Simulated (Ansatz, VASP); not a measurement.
**MoS2 in VASP and in Ansatz**

The input INCAR:

```
ALGO = Normal
EDIFF = 1E-6
ENCUT = 520
GGA = CA
ISIF = 2
ISMEAR = -1
LASPH = True
LCHARG = False
LREAL = False
LWAVE = False
NBANDS = 20
NELM = 80
PREC = Accurate
SIGMA = 0.1
```

Contents of KPOINTS:

```
k-points
0
Gamma
  12 12 6
```

POSCAR

```
MoS2
1.0
    3.2274645600      0.0000000000      0.0000000000
   -1.6137322800      2.7950663000      0.0000000000
    0.0000000000      0.0000000000      6.3124734200
Mo S
1 2
Direct
    0.0000000000      0.0000000000      0.5000000000
    0.3333333333      0.6666666667      0.2553193200
    0.6666666667      0.3333333333      0.7446806800
```

Input for Ansatz:

```yaml
crystal:
  lattice:
    - [3.22746456, 0.0, 0.0]
    - [-1.61373228, 2.7950663, 0.0]
    - [0.0, 0.0, 6.31247342]
  atoms:
    - { symbol: Mo, position: [0.0, 0.0, 0.5] }
    - { symbol: S, position: [0.3333333333333333, 0.6666666666666666, 0.25531932] }
    - { symbol: S, position: [0.6666666666666666, 0.3333333333333333, 0.74468068] }
basis:
  ecutwfc: 520.0
kpoints:
  mp_grid:
    grid: [12, 12, 6]
hamiltonian:
  xc: lda
scf:
  occupations:
    method: fermi_dirac
    width: 0.1
output:
  stress: true
```

Alike in both runs: task single point; functional LDA; k mesh 12 × 12 × 6; occupations fermi-dirac, width 0.1 eV; no spin polarisation.

|  | VASP | Ansatz |
| --- | --- | --- |
| version | VASP 6.6.1 | Ansatz 0.2.0 |
| potentials or method | VASP PAW LDA potentials, release 64 (Mo_sv, S), cutoff 520 eV | plane waves, PAW |
| valence electrons in the cell | 26 | 26 |

```csv
,VASP,Ansatz,Ansatz less VASP
pressure (GPa),-5.7,-5.8,-0.11
"traceless stress, the component that is largest in VASP (GPa)",2.11,2.10,-0.009
```

LDA's correlation is that of Perdew and Zunger in VASP and of Perdew and Wang (1992) in Ansatz.
